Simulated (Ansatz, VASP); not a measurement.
## SnO2: VASP beside Ansatz

```
Sn O
1.0
     3.33090    0.00000    0.00000
    -1.66545    2.88464    0.00000
     0.00000    0.00000    9.60364
Sn O
2 4
Direct
  0.00000 0.00000 0.50000
  0.00000 0.00000 0.00000
  0.66667 0.33333 0.40179
  0.66667 0.33333 0.09821
  0.33333 0.66667 0.59821
  0.33333 0.66667 0.90179
```

Alike in both runs: task single point; functional PBE; dispersion D3(BJ); k mesh 12 × 12 × 4; occupations gaussian, width 0.05 eV; no spin polarisation.

```csv
,VASP,Ansatz
version,VASP 6.6.1,Ansatz 0.2.0
potentials or method,"VASP PAW PBE potentials, release 64 (Sn_d, O), cutoff 520 eV","scalar-relativistic, plane waves, PAW"
valence electrons in the cell,52,52
```

Ansatz gave:

- gap on the k mesh at the Fermi level (eV): 1.16
- least direct gap on the mesh (eV): 1.55
- pressure (GPa): -5.7
- traceless stress, the component that is largest in VASP (GPa): 8.74
- rms of the force components (eV/Å): 0.055

Q: What did VASP give for the same quantities?

A: gap on the k mesh at the Fermi level (eV): 1.13; least direct gap on the mesh (eV): 1.54; pressure (GPa): -5.2; traceless stress, the component that is largest in VASP (GPa): 8.37; rms of the force components (eV/Å): 0.075.

Atom by atom the forces differ by 0.021 eV/Å (rms over components).
